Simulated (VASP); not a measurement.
# Re (Im-3m) in VASP: single point with PBEsol

Aim: the single point of Re with PBEsol.

All numbers are computed with VASP 6.6.1; they aren't measurements. Logs are shortened: lines on timing, memory, paths and dates and some standing lists are left out, and cuts for length are marked.

**1. The cell of the first run**

Symmetry: Im-3m, No. 229, cubic system. Conventional cell: a = 3.085 Å, b = 3.085 Å, c = 3.085 Å, α = 90.00°, β = 90.00°, γ = 90.00°. Re (site symmetry m-3m) has 14 Re at 2.67 to 3.09 Å within 3.5 Å.

This isn't the form of Re at room conditions, which is hcp.

**2. Single point, PBEsol**

The input, INCAR:

```
SYSTEM = Re
PREC = Accurate
ENCUT = 600
EDIFF = 1E-6
ISMEAR = 0
SIGMA = 0.1
LREAL = .FALSE.
LASPH = .TRUE.
NELM = 120
ALGO = Normal
ISIF = 2
LWAVE = .FALSE.
LCHARG = .FALSE.
GGA = PS
NBANDS = 10
GGA_COMPAT = .FALSE.
```

The input, KPOINTS:

```
Automatic mesh
0
G
  18 18 18
  0 0 0
```

The input, POSCAR:

```
Re
1.0
   -1.5426368336      1.5426368336      1.5426368336
    1.5426368336     -1.5426368336      1.5426368336
    1.5426368336      1.5426368336     -1.5426368336
Re
1
Direct
    0.0000000000      0.0000000000      0.0000000000
```

Potentials or basis: VASP PAW PBE potentials, release 64 (Re).

Command:

```sh
$ cat potpaw_PBE.64/Re/POTCAR > POTCAR
$ mpirun -np 1 vasp_std > vasp.out
```

OUTCAR:

```text
SYSTEM = Re
   PREC = Accurate
   ENCUT = 600
   EDIFF = 1E-6
   ISMEAR = 0
   LREAL = .FALSE.
   LASPH = .TRUE.
   NELM = 120
   ISIF = 2
   GGA = PS

 ion  position               nearest neighbor table
   1  0.000  0.000  0.000-

  LATTYP: Found a body centered cubic cell.
 ALAT       =     3.0852736672

  Lattice vectors:

 A1 = (  -1.5426368336,   1.5426368336,   1.5426368336)
 A2 = (   1.5426368336,  -1.5426368336,   1.5426368336)
 A3 = (   1.5426368336,   1.5426368336,  -1.5426368336)

Analysis of symmetry for initial positions (statically):
=====================================================================
 Subroutine PRICEL returns:
 Original cell was already a primitive cell.

 Routine SETGRP: Setting up the symmetry group for a
 body centered cubic supercell.

 Subroutine GETGRP returns: Found 48 space group operations
 (whereof 48 operations were pure point group operations)
 out of a pool of 48 trial point group operations.

The static configuration has the point symmetry O_h .

Analysis of symmetry for dynamics (positions and initial velocities):
=====================================================================
 Subroutine PRICEL returns:
 Original cell was already a primitive cell.

 Routine SETGRP: Setting up the symmetry group for a
 body centered cubic supercell.

 Subroutine GETGRP returns: Found 48 space group operations
 (whereof 48 operations were pure point group operations)
 out of a pool of 48 trial point group operations.

The dynamic configuration has the point symmetry O_h .

 Subroutine INISYM returns: Found 48 space group operations
 (whereof 48 operations are pure point group operations),
 and found     1 'primitive' translations

----------------------------------------------------------------------------------------

                                     Primitive cell

  volume of cell :      14.6842

  direct lattice vectors                    reciprocal lattice vectors
    -1.542636834  1.542636834  1.542636834     0.000000000  0.324120356  0.324120356
     1.542636834 -1.542636834  1.542636834     0.324120356  0.000000000  0.324120356
     1.542636834  1.542636834 -1.542636834     0.324120356  0.324120356  0.000000000

  length of vectors
     2.671925373  2.671925373  2.671925373     0.458375404  0.458375404  0.458375404

  position of ions in fractional coordinates (direct lattice)
     0.000000000  0.000000000  0.000000000

  ion indices of the primitive-cell ions
   primitive index   ion index
                 1           1

----------------------------------------------------------------------------------------

 KPOINTS: Automatic mesh

Automatic generation of k-mesh.
 Grid dimensions read from file:
 generate k-points for:   18   18   18

 Generating k-lattice:

  Cartesian coordinates                     Fractional coordinates (reciprocal lattice)
     0.000000000  0.018006686  0.018006686     0.055555556  0.000000000  0.000000000
     0.018006686  0.000000000  0.018006686     0.000000000  0.055555556  0.000000000
     0.018006686  0.018006686  0.000000000     0.000000000  0.000000000  0.055555556

  Length of vectors
     0.025465300  0.025465300  0.025465300

  Shift w.r.t. Gamma in fractional coordinates (k-lattice)
     0.000000000  0.000000000  0.000000000

 Subroutine IBZKPT returns following result:
 ===========================================

 Found    195 irreducible k-points:

 Following reciprocal coordinates:
            Coordinates               Weight
  0.000000  0.000000  0.000000      1.000000
  0.055556  0.000000  0.000000     12.000000
  0.111111  0.000000  0.000000     12.000000
  0.166667  0.000000  0.000000     12.000000
  0.222222  0.000000  0.000000     12.000000
  0.277778  0.000000  0.000000     12.000000
[... 16 lines left out ...]
  0.333333  0.111111  0.000000     48.000000
  0.388889  0.111111  0.000000     48.000000
 [... further k-points ...]
   k-points           NKPTS =    195   k-points in BZ     NKDIM =    195   number of bands    NBANDS=     10
   number of dos      NEDOS =    301   number of ions     NIONS =      1
   total plane-waves  NPLWV =  13824
   dimension x,y,z NGX =    24 NGY =   24 NGZ =   24
   dimension x,y,z NGXF=    48 NGYF=   48 NGZF=   48
   ions per type =               1
   NGX,Y,Z   is equivalent  to a cutoff of  14.93, 14.93, 14.93 a.u.
   NGXF,Y,Z  is equivalent  to a cutoff of  29.87, 29.87, 29.87 a.u.
 SYSTEM =  Re
   PREC   = accura    normal or accurate (medium, high low for compatibility)
   ISTART =      0    job   : 0-new  1-cont  2-samecut
   ICHARG =      2    charge: 1-file 2-atom 10-const
   ISPIN  =      1    spin polarized calculation?
   LNONCOLLINEAR =      F non collinear calculations
   LSORBIT =      F    spin-orbit coupling
   LASPH  =      T    aspherical Exc in radial PAW
   ENCUT  =  600.0 eV  44.10 Ry    6.64 a.u.   5.34  5.34  5.34*2*pi/ulx,y,z
   NELM   =    120;   NELMIN=  2; NELMDL= -5     # of ELM steps
   EDIFF  = 0.1E-05   stopping-criterion for ELM
   LREAL  =      F    real-space projection
[... 7 lines left out ...]
   TEBEG  =    0.0;   TEEND  =   0.0 temperature during run
   PSTRESS=    0.0 pullay stress
   NELECT =       7.0000    total number of electrons
   NUPDOWN=      -1.0000    fix difference up-down
   EMIN   =  10.00;   EMAX   =-10.00  energy-range for DOS
   EFERMI =   0.00;   METHOD = LEGACY
   ISMEAR =     0;   SIGMA  =   0.10  broadening in eV -4-tet -1-fermi 0-gaus
   EFERMI_NEDOS =   21; number of points for ismear=-14 and -15
   IALGO  =     38    algorithm
   IMIX   =      4    mixing-type and parameters
     AMIX     =   0.40;   BMIX     =  1.00
     AMIX_MAG =   1.60;   BMIX_MAG =  1.00
  volume/ion in A,a.u.               =      14.68        99.09
  Fermi-wavevector in a.u.,A,eV,Ry     =   1.278862  2.416700 22.252179  1.635489
  Thomas-Fermi vector in A             =   2.411381
   LORBIT       =      0    0 simple, 1 ext, 2 COOP (PROOUT), +10 PAW based schemes
   GGA     = PS    functional components
   LHFCALC =     F    Hartree Fock is set to
   AEXX    =    0.0000 exact exchange contribution
   IVDW    =     0    specifies the selected vdW correction
   LEPSILON=     F    determine dielectric tensor
   LRPA    =     F    only Hartree local field effects (RPA)
 non-spin polarized calculation
 Gauss-broadening in eV      SIGMA  =   0.10
  energy-cutoff  :      600.00
  volume of cell :       14.68
 maximum number of plane-waves:       500
 NGX is ok and might be reduce to    24
   NGX = 11   NGY = 11   NGZ = 11

 number of electron       7.0000000 magnetization

 Free energy of the ion-electron system (eV)
  ---------------------------------------------------
  ext. energy  EPLUGINS =         0.00000000
  ---------------------------------------------------
  free energy    TOTEN  =       -13.03497709 eV

  energy without entropy =      -13.02772183  energy(sigma->0) =      -13.03134946

 E-fermi :   8.7181     XC(G=0): -13.8324

 val. band max:        8.7059028434   @ k =  -0.2222   0.2778   0.1111
 cond. band min:       8.7211078380   @ k =  -0.4444  -0.4444   0.3333
 fundamental gap:      0.0152049947
 Fermi energy:         8.7181168638

 k-point     1 :       0.0000    0.0000    0.0000
  band No.  band energies     occupation
      1      -2.1599      2.00000
      2       5.9453      2.00000
      3       5.9453      2.00000
      4       5.9453      2.00000
      5       9.4315      0.00000
      6       9.4315      0.00000
      7      24.2703      0.00000
      8      24.2703      0.00000
      9      24.2703      0.00000
     10      36.4594      0.00000

 k-point     2 :       0.0556    0.0000    0.0000
  band No.  band energies     occupation
      1      -2.0070      2.00000
      2       5.8586      2.00000
      3       5.9320      2.00000
      4       6.0930      2.00000
      5       9.2989      0.00000
      6       9.4354      0.00000
      7      24.3909      0.00000
      8      24.5275      0.00000
      9      24.6036      0.00000
     10      35.0035      0.00000

 k-point     3 :       0.1111    0.0000    0.0000
  band No.  band energies     occupation
      1      -1.5645      2.00000
      2       5.6177      2.00000
      3       5.8687      2.00000
      4       6.5310      2.00000
      5       9.0065      0.00005
      6       9.4528      0.00000
      7      24.6795      0.00000
      8      25.2774      0.00000
      9      25.4352      0.00000
     10      32.9750      0.00000

 k-point     4 :       0.1667    0.0000    0.0000
  band No.  band energies     occupation
      1      -0.8873      2.00000
      2       5.2706      2.00000
      3       5.7190      2.00000
      4       7.2430      2.00000
      5       8.7767      0.40729
      6       9.4965      0.00000
      7      24.8660      0.00000
      8      26.1995      0.00000
      9      26.4639      0.00000
     10      31.5620      0.00000
[... 222 lines left out ...]
 k-point    22 :       0.2778    0.1111   -0.0000
  band No.  band energies     occupation
      1       1.4774      2.00000
      2       4.2090      2.00000
      3       5.5082      2.00000
      4       8.8696      0.03218
      5      10.1195      0.00000
      6      11.3757      0.00000
      7      21.8826      0.00000
      8      23.4650      0.00000
      9      27.9346      0.00000
     10      30.3323      0.00000

 k-point    23 :       0.3333    0.1111    0.0000
  band No.  band energies     occupation
      1       1.5852      2.00000
      2       3.9751      2.00000
      3       6.2861      2.00000
      4       9.1521      0.00000
      5      10.2742      0.00000
      6      12.6781      0.00000
      7      20.2347      0.00000
      8      22.3030      0.00000
      9      26.6165      0.00000
     10      31.9337      0.00000

 k-point    24 :       0.3889    0.1111    0.0000
  band No.  band energies     occupation
      1       1.5493      2.00000
      2       3.8315      2.00000
      3       7.0845      2.00000
      4       9.2358      0.00000
      5      10.5405      0.00000
      6      13.7141      0.00000
      7      18.8446      0.00000
      8      21.6089      0.00000
      9      25.5871      0.00000
     10      32.6106      0.00000

 [... further k-points ...]

------------------------ aborting loop because EDIFF is reached ----------------------------------------

  FORCE on cell =-STRESS in cart. coord.  units (eV):
  Direction    XX          YY          ZZ          XY          YZ          ZX
  --------------------------------------------------------------------------------------
  -------------------------------------------------------------------------------------
  Total        0.0099895      0.0099895      0.0099895     -0.0000000      0.0000000      0.0000000
  in kB        1.0899406      1.0899406      1.0899406     -0.0000000      0.0000000      0.0000000
  external PRESSURE =       1.0899406 kB  Pullay stress =       0.0000000 kB

 VOLUME and BASIS-vectors are now :
 -----------------------------------------------------------------------------
  energy-cutoff  :      600.00
  volume of cell :       14.68
      direct lattice vectors                 reciprocal lattice vectors
    -1.542636834  1.542636834  1.542636834     0.000000000  0.324120356  0.324120356
     1.542636834 -1.542636834  1.542636834     0.324120356  0.000000000  0.324120356
     1.542636834  1.542636834 -1.542636834     0.324120356  0.324120356  0.000000000

 POSITION                                       TOTAL-FORCE (eV/Angst)
 -----------------------------------------------------------------------------------
      0.00000      0.00000      0.00000         0.000000     -0.000000      0.000000
 -----------------------------------------------------------------------------------
    total drift:                                0.000000      0.000000     -0.000000

  FREE ENERGIE OF THE ION-ELECTRON SYSTEM (eV)
  ---------------------------------------------------
  free  energy   TOTEN  =       -13.0349770851 eV

  energy  without entropy=      -13.0277218302  energy(sigma->0) =      -13.03134946
```

It took 13 s on 1 thread of Intel Xeon Platinum 8559C (Emerald Rapids), shared host; peak memory 0.17 GiB.

Results:

```yaml
Free_energy: -13.0350 eV
Pressure: 0.1 GPa
Band_gap_on_the_k_mesh: zero (an odd number of electrons rules out a gap without spin polarisation)
```

Levels at points of the mesh, in eV from the Fermi level:
| k point | band 1 | band 2 | band 3 | band 4 | band 5 | band 6 |
| --- | --- | --- | --- | --- | --- | --- |
| (0.00, 0.00, 0.00) | -10.88 | -2.77 | -2.77 | -2.77 | 0.71 | 0.71 |
| (0.50, 0.00, 0.00) | -7.62 | -5.06 | -0.07 | 0.61 | 1.51 | 4.52 |
| (0.50, 0.50, 0.50) | -7.24 | -7.24 | 3.56 | 3.56 | 3.56 | 7.96 |

Caveat: the PAW data sets were made with another functional, which shifts forces and pressure a little; spin-orbit coupling is left out, which moves the levels of the heavy elements.
